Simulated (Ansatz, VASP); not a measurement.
## Sr in VASP and in Ansatz

```
Sr
1.0
     0.00000    2.89179    2.89179
     2.89179    0.00000    2.89179
     2.89179    2.89179    0.00000
Sr
1
Direct
  0.00000 0.00000 0.00000
```

Alike in both runs: functional LDA; k mesh 10 × 10 × 10; occupations gaussian, width 0.01 eV; no spin polarisation.

Ansatz relaxed the structure, and its values are those at the end. VASP's run is a single point on that final structure, the one shown.

|  | VASP | Ansatz |
| --- | --- | --- |
| version | VASP 6.6.1 | Ansatz 0.2.0 |
| potentials or method | VASP PAW LDA potentials, release 64 (Sr_sv), cutoff 520 eV | scalar-relativistic, plane waves, PAW |
| valence electrons in the cell | 10 | 10 |

|  | VASP | Ansatz | Ansatz less VASP |
| --- | --- | --- | --- |
| gap on the k mesh at the Fermi level (eV) | 0.02 | 0.02 | -0.003 |
| least direct gap on the mesh (eV) | 0.09 | 0.09 | -0.002 |
| pressure (GPa) | 0.0 | 0.0 | 0.00 |

Ansatz warns that its potentials were made for another functional, while VASP's fit it. LDA's correlation is that of Perdew and Zunger in VASP and of Perdew and Wang (1992) in Ansatz.
